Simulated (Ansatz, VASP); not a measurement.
**One calculation of Li16H15, two programs**

```
Li H
1.0
    -4.00710    4.00710   -4.00710
     4.00710   -4.00710   -4.00710
    -4.00710   -4.00710    4.00710
Li H
16 15
Direct
  0.00348 0.25000 0.75348
  0.75000 0.25000 0.00000
  0.49652 0.25000 0.24652
  0.25000 0.00000 0.75000
  0.25000 0.25000 0.50000
  0.00000 0.00000 0.00000
  0.75000 0.99652 0.24652
  0.50000 0.75000 0.75000
  0.49652 0.99652 0.50000
  0.25000 0.75000 0.00000
  0.00000 0.75000 0.25000
  0.75000 0.50348 0.75348
  0.75000 0.75000 0.50000
  0.50000 0.50000 0.00000
  0.25000 0.50000 0.25000
  0.00348 0.50348 0.50000
  0.49984 0.25000 0.75016
  0.25000 0.25000 0.00000
  0.00016 0.99984 0.50000
  0.00016 0.25000 0.24984
  0.75000 0.99984 0.75016
  0.49984 0.99984 0.99967
  0.25000 0.75000 0.50000
  0.24967 0.99984 0.24984
  0.00016 0.75033 0.75016
  0.75000 0.75000 0.00000
  0.49984 0.50016 0.50000
  0.49984 0.74967 0.24984
  0.25033 0.50016 0.75016
  0.00016 0.50016 0.00033
  0.75000 0.50016 0.24984
```

Change from the starting cell: H vacancy (site b), charge +0, atoms relaxed at the host's cell.

Alike in both runs: functional PBE; k mesh 1 × 1 × 1; occupations gaussian, width 0.01 eV; collinear spin.

Ansatz relaxed the structure, and its values are those at the end. VASP's run is a single point on that final structure, the one shown.

|  | VASP | Ansatz |
| --- | --- | --- |
| version | VASP 6.6.1 | Ansatz 0.2.0 |
| potentials or method | VASP PAW PBE potentials, release 64 (Li_sv, H), cutoff 520 eV | scalar-relativistic, plane waves, PAW |
| valence electrons in the cell | 63 | 63 |

|  | VASP | Ansatz | Ansatz less VASP |
| --- | --- | --- | --- |
| gap on the k mesh at the Fermi level (eV) | 0.76 | 0.77 | +0.010 |
| least direct gap on the mesh (eV) | 0.76 | 0.77 | +0.010 |
| net moment per atom (μB) | 0.03 | 0.03 | 0.000 |
| size of the moment on the site where the two differ most (μB) | 0.02 | 0.03 | +0.012 |

Site moments also hang on the region over which each program counts them.

Noted on VASP's run: the cutoff is short for stress, so the pressure is rough.
